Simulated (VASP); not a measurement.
# Zn (I4/mmm) in VASP: notebook

Runs on Zn. Level: LDA. Tasks: single point.

All numbers are computed with VASP 6.6.1; they aren't measurements. Logs are shortened: lines on timing, memory, paths and dates and some standing lists are left out, and cuts for length are marked.

## Step 1: The cell of the first run

It takes space group I4/mmm (No. 139, tetragonal). Conventional cell: a = 3.011 Å, b = 3.011 Å, c = 3.051 Å, α = 90.00°, β = 90.00°, γ = 90.00°. Within 3.5 Å of Zn (site symmetry 4/mmm) lie 14 Zn at 2.62 to 3.05 Å.

## Step 2: Single point, LDA (normal strain along x +0.0000, normal strain along z +0.0133)

INCAR reads:

```
SYSTEM = Zn
PREC = Accurate
ENCUT = 520
EDIFF = 1E-6
ISMEAR = 0
SIGMA = 0.15
LREAL = .FALSE.
LASPH = .TRUE.
NELM = 60
ALGO = Normal
ISIF = 2
LWAVE = .FALSE.
LCHARG = .FALSE.
NBANDS = 12
```

KPOINTS reads:

```
regular mesh
0
G
  20 20 20
  0 0 0
```

POSCAR reads:

```
Zn
1.0
   -1.5056386871      1.5056386871      1.5256636816
    1.5056386871     -1.5056386871      1.5256636816
    1.5056386871      1.5056386871     -1.5256636816
Zn
1
Direct
    0.0000000000      0.0000000000      0.0000000000
```

Potentials or basis: VASP PAW LDA potentials, release 64 (Zn).

Started as:

```sh
$ cat potpaw_LDA.64/Zn/POTCAR > POTCAR
$ mpirun -np 1 vasp_std > vasp.out
```

OUTCAR:

```text
SYSTEM = Zn
   PREC = Accurate
   ENCUT = 520
   EDIFF = 1E-6
   ISMEAR = 0
   LREAL = .FALSE.
   LASPH = .TRUE.
   NELM = 60
   ISIF = 2

 ion  position               nearest neighbor table
   1  0.000  0.000  0.000-

  LATTYP: Found a body centered tetragonal cell.
 ALAT       =     3.0112773742
 C/A-ratio  =     1.0133000000

  Lattice vectors:

 A1 = (  -1.5056386871,   1.5056386871,   1.5256636816)
 A2 = (   1.5056386871,  -1.5056386871,   1.5256636816)
 A3 = (   1.5056386871,   1.5056386871,  -1.5256636816)

Analysis of symmetry for initial positions (statically):
=====================================================================
 Subroutine PRICEL returns:
 Original cell was already a primitive cell.

 Routine SETGRP: Setting up the symmetry group for a
 body centered tetragonal supercell.

 Subroutine GETGRP returns: Found 16 space group operations
 (whereof 16 operations were pure point group operations)
 out of a pool of 16 trial point group operations.

The static configuration has the point symmetry D_4h.

Analysis of symmetry for dynamics (positions and initial velocities):
=====================================================================
 Subroutine PRICEL returns:
 Original cell was already a primitive cell.

 Routine SETGRP: Setting up the symmetry group for a
 body centered tetragonal supercell.

 Subroutine GETGRP returns: Found 16 space group operations
 (whereof 16 operations were pure point group operations)
 out of a pool of 16 trial point group operations.

The dynamic configuration has the point symmetry D_4h.

 Subroutine INISYM returns: Found 16 space group operations
 (whereof 16 operations are pure point group operations),
 and found     1 'primitive' translations

----------------------------------------------------------------------------------------

                                     Primitive cell

  volume of cell :      13.8344

  direct lattice vectors                    reciprocal lattice vectors
    -1.505638687  1.505638687  1.525663682     0.000000000  0.332084984  0.327726226
     1.505638687 -1.505638687  1.525663682     0.332084984  0.000000000  0.327726226
     1.505638687  1.505638687 -1.525663682     0.332084984  0.332084984  0.000000000

  length of vectors
     2.619455169  2.619455169  2.619455169     0.466567161  0.466567161  0.469639089

  position of ions in fractional coordinates (direct lattice)
     0.000000000  0.000000000  0.000000000

  ion indices of the primitive-cell ions
   primitive index   ion index
                 1           1
[... 75 lines left out ...]
   NSW    =      0    number of steps for IOM
   IBRION =     -1    ionic relax: 0-MD 1-quasi-New 2-CG
   NFREE  =      0    steps in history (QN), initial steepest desc. (CG)
   ISIF   =      2    stress and relaxation
   ISYM   =      2    0-nonsym 1-usesym 2-fastsym
   POTIM  = 0.5000    time-step for ionic-motion
   TEBEG  =    0.0;   TEEND  =   0.0 temperature during run
   PSTRESS=    0.0 pullay stress
   NELECT =      12.0000    total number of electrons
   NUPDOWN=      -1.0000    fix difference up-down
   EMIN   =  10.00;   EMAX   =-10.00  energy-range for DOS
   EFERMI =   0.00;   METHOD = LEGACY
   ISMEAR =     0;   SIGMA  =   0.15  broadening in eV -4-tet -1-fermi 0-gaus
   EFERMI_NEDOS =   21; number of points for ismear=-14 and -15
   IALGO  =     38    algorithm
   IMIX   =      4    mixing-type and parameters
     AMIX     =   0.40;   BMIX     =  1.00
     AMIX_MAG =   1.60;   BMIX_MAG =  1.00
  volume/ion in A,a.u.               =      13.83        93.36
  Fermi-wavevector in a.u.,A,eV,Ry     =   1.561284  2.950398 33.165650  2.437607
  Thomas-Fermi vector in A             =   2.664372
   LORBIT       =      0    0 simple, 1 ext, 2 COOP (PROOUT), +10 PAW based schemes
   GGA     = CA    functional components
   LHFCALC =     F    Hartree Fock is set to
   AEXX    =    0.0000 exact exchange contribution
   IVDW    =     0    specifies the selected vdW correction
   LEPSILON=     F    determine dielectric tensor
   LRPA    =     F    only Hartree local field effects (RPA)
 non-spin polarized calculation
 Gauss-broadening in eV      SIGMA  =   0.15
  energy-cutoff  :      520.00
  volume of cell :       13.83
 maximum number of plane-waves:       384
   NGX =  9   NGY =  9   NGZ =  9

 number of electron      11.9999980 magnetization

 Free energy of the ion-electron system (eV)
  ---------------------------------------------------
  ext. energy  EPLUGINS =         0.00000000
  ---------------------------------------------------
  free energy    TOTEN  =        -1.77945712 eV

  energy without entropy =       -1.77644134  energy(sigma->0) =       -1.77794923

 E-fermi :   3.7930     XC(G=0): -12.4133

 val. band max:        3.7913136421   @ k =   0.5000   0.5000   0.2000
 cond. band min:       3.8151230658   @ k =   0.3500   0.1500   0.1500
 fundamental gap:      0.0238094237
 Fermi energy:         3.7929566645

 k-point     1 :       0.0000    0.0000    0.0000
  band No.  band energies     occupation
      1      -7.5669      2.00000
      2      -4.4801      2.00000
      3      -4.4801      2.00000
      4      -4.4512      2.00000
      5      -3.8721      2.00000
      6      -3.8459      2.00000
      7      24.1852      0.00000
      8      24.3597      0.00000
      9      24.3597      0.00000
     10      25.3465      0.00000
     11      25.6442      0.00000
     12      25.6442      0.00000
[... 331 lines left out ...]
 k-point    24 :      -0.3500    0.0500    0.0000
  band No.  band energies     occupation
      1      -5.2745      2.00000
      2      -4.7267      2.00000
      3      -3.9537      2.00000
      4      -3.8884      2.00000
      5      -3.7955      2.00000
      6      -3.1168      2.00000
      7       8.8122      0.00000
      8      16.5275      0.00000
      9      17.8289      0.00000
     10      21.5594      0.00000
     11      23.0429      0.00000
     12      28.1190      0.00000

 [... further k-points ...]
[... 5 lines left out ...]
  --------------------------------------------------------------------------------------
  -------------------------------------------------------------------------------------
  Total       -0.0642807     -0.0642807      0.0043928      0.0000000      0.0000000      0.0000000
  in kB       -7.4444147     -7.4444147      0.5087387      0.0000000      0.0000000      0.0000000
  external PRESSURE =      -4.7933636 kB  Pullay stress =       0.0000000 kB

 VOLUME and BASIS-vectors are now :
 -----------------------------------------------------------------------------
  energy-cutoff  :      520.00
  volume of cell :       13.83
      direct lattice vectors                 reciprocal lattice vectors
    -1.505638687  1.505638687  1.525663682     0.000000000  0.332084984  0.327726226
     1.505638687 -1.505638687  1.525663682     0.332084984  0.000000000  0.327726226
     1.505638687  1.505638687 -1.525663682     0.332084984  0.332084984  0.000000000

 POSITION                                       TOTAL-FORCE (eV/Angst)
 -----------------------------------------------------------------------------------
      0.00000      0.00000      0.00000         0.000000      0.000000      0.000000
 -----------------------------------------------------------------------------------
    total drift:                                0.000000     -0.000000      0.000000

  FREE ENERGIE OF THE ION-ELECTRON SYSTEM (eV)
  ---------------------------------------------------
  free  energy   TOTEN  =        -1.7794571189 eV

  energy  without entropy=       -1.7764413352  energy(sigma->0) =       -1.77794923
```

OSZICAR:

```text
N       E                     dE             d eps       ncg     rms          rms(c)
DAV:   1     0.415322903516E+02    0.41532E+02   -0.65388E+03 16060   0.163E+03
DAV:   2    -0.706233288927E+00   -0.42239E+02   -0.39688E+02 15952   0.217E+02
DAV:   3    -0.192277903732E+01   -0.12165E+01   -0.12147E+01 17596   0.363E+01
DAV:   4    -0.192541920976E+01   -0.26402E-02   -0.26401E-02 17028   0.162E+00
DAV:   5    -0.192542105797E+01   -0.18482E-05   -0.18477E-05 17188   0.420E-02    0.356E+00
DAV:   6    -0.179486154605E+01    0.13056E+00   -0.65596E-01 17392   0.167E+01    0.257E+00
DAV:   7    -0.178419308004E+01    0.10668E-01   -0.14056E-02 16724   0.239E+00    0.130E+00
DAV:   8    -0.177947034056E+01    0.47227E-02   -0.16834E-03 19624   0.554E-01    0.273E-02
DAV:   9    -0.177945700371E+01    0.13337E-04   -0.93742E-05 23392   0.152E-01    0.221E-02
DAV:  10    -0.177945711888E+01   -0.11517E-06   -0.66758E-06 16256   0.446E-02
   1 F= -.17794571E+01 E0= -.17779492E+01  d E =-.301578E-02
```

stdout:

```text
POSCAR found type information on POSCAR Zn
 POSCAR found :  1 types and       1 ions
 scaLAPACK will be used
 LDA part: xc-table for (Slater(with rela. corr.)+CA(PZ))
 , standard interpolation
 POSCAR, INCAR and KPOINTS ok, starting setup
 FFT: planning ... GRIDC
 FFT: planning ... GRID_SOFT
 FFT: planning ... GRID
 WAVECAR not read
 entering main loop
```

Wall time 27 s (1 thread of Intel Xeon 6975P-C (Granite Rapids), shared host); peak memory 0.2 GiB.

What came out:

```
Free energy            : -1.7795 eV
Pressure               : -0.5 GPa
Band gap on the k mesh : zero (band 6 reaches 7.73 eV, above the bottom of band 7 at 2.82 eV)
```

Stress tensor (GPa, compression positive):
```
-0.74  0.00  0.00
 0.00 -0.74  0.00
 0.00  0.00  0.05
```

Levels at points of the mesh, in eV from the Fermi level:
```csv
k point,band 3,band 4,band 5,band 6,band 7,band 8,band 9,band 10
"(0.00, 0.00, 0.00)",-8.27,-8.24,-7.67,-7.64,20.39,20.57,20.57,21.55
"(0.50, 0.00, 0.00)",-7.70,-7.61,-7.25,-3.21,-0.98,12.09,13.45,16.30
"(0.50, 0.50, 0.00)",-7.66,-7.60,-7.24,-3.13,-0.84,11.77,13.09,15.99
"(0.50, 0.50, 0.50)",-7.35,-7.34,-7.34,3.94,4.37,4.37,8.41,9.03
```

Caveat: the cell differs from its parent crystal (normal strain along x +0.0000, normal strain along z +0.0133).

## Step 3: Single point, LDA (normal strain along x +0.0133, normal strain along z +0.0133)

INCAR reads:

```
  ALGO = Normal
  EDIFF = 1E-7
  ENCUT = 520
  GGA = CA
  ISIF = 2
  ISMEAR = 0
  LASPH = True
  LCHARG = False
  LREAL = False
  LWAVE = False
  NBANDS = 12
  NELM = 60
  PREC = Accurate
  SIGMA = 0.15
```

KPOINTS reads:

```
k-points
0
Gamma
  20 20 20
```

POSCAR reads:

```
Zn
1.0
   -1.5256636816      1.5056386871      1.5256636816
    1.5256636816     -1.5056386871      1.5256636816
    1.5256636816      1.5056386871     -1.5256636816
Zn
1
Direct
    0.0000000000      0.0000000000      0.0000000000
```

Potentials or basis: VASP PAW LDA potentials, release 64 (Zn).

Started as:

```sh
$ cat potpaw_LDA.64/Zn/POTCAR > POTCAR
$ mpirun -np 1 vasp_std > vasp.out
```

Run time: 29 s. Hardware: 1 thread of Intel Xeon 6975P-C (Granite Rapids), shared host; peak memory 0.2 GiB.

Results (log left out):

```yaml
Free_energy: -1.7781 eV
Pressure: -1.7 GPa
Band_gap_on_the_k_mesh: zero (band 6 reaches 7.75 eV, above the bottom of band 7 at 2.63 eV)
```

Stress tensor (GPa, compression positive):
```
-1.50  0.00  0.00
 0.00 -2.17  0.00
 0.00  0.00 -1.50
```

Levels at points of the mesh, in eV from the Fermi level:
```csv
k point,band 4,band 5,band 6,band 7,band 8,band 9
"(0.00, 0.00, 0.00)",-8.19,-7.62,-7.59,20.21,20.21,20.45
"(0.50, 0.00, 0.00)",-7.56,-7.21,-3.09,-0.90,11.78,13.13
"(0.00, 0.50, 0.00)",-7.58,-7.21,-3.16,-1.04,12.09,13.49
"(0.50, 0.50, 0.50)",-7.31,-7.30,4.08,4.08,4.51,8.31
```

Caveat: the cell differs from its parent crystal (normal strain along x +0.0133, normal strain along z +0.0133).
